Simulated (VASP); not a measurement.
A run of VASP 6.6.1 is set up as follows.

File INCAR:

```
  PREC = Accurate
  ENCUT = 600
  EDIFF = 1E-7
  ISMEAR = 0
  SIGMA = 0.02
  LREAL = False
  LASPH = True
  NELM = 100
  ALGO = Normal
  ISIF = 4
  LWAVE = False
  LCHARG = False
  GGA = PS
  IBRION = 2
  NSW = 50
  EDIFFG = -0.01
```

KPOINTS

```
regular mesh
0
Gamma
  12 12 2
```

POSCAR

```
WSe2
1.0
    3.3035401420      0.0000000000      0.0000000000
   -1.6517700710      2.8609496854      0.0000000000
    0.0000000000      0.0000000000     13.3515742962
W Se
2 4
Direct
    0.3333333333      0.6666666667      0.2500000000
    0.6666666667      0.3333333333      0.7500000000
    0.3333333333      0.6666666667      0.6233861727
    0.6666666667      0.3333333333      0.1233861727
    0.3333333333      0.6666666667      0.8766138273
    0.6666666667      0.3333333333      0.3766138273
```

Potentials or basis: VASP PAW PBE potentials, release 64 (W_sv, Se).

Launch:

```sh
$ cat potpaw_PBE.64/W_sv/POTCAR potpaw_PBE.64/Se/POTCAR > POTCAR
$ mpirun -np 1 vasp_std > vasp.out
```

Problem. Estimate the band gap on the k mesh.

Solution. 1.15 eV (least direct gap 1.59 eV).

Final structure:
```
CELL_PARAMETERS angstrom
3.27908 0.00000 0.00000
-1.63954 2.83977 0.00000
0.00000 0.00000 13.55151
ATOMIC_POSITIONS crystal
W 0.33333 0.66667 0.25000
W 0.66667 0.33333 0.75000
Se 0.33333 0.66667 0.62641
Se 0.66667 0.33333 0.12641
Se 0.33333 0.66667 0.87359
Se 0.66667 0.33333 0.37359
```

Caveat: spin-orbit coupling is left out, which moves the levels of the heavy elements. A k mesh can miss the band edges.
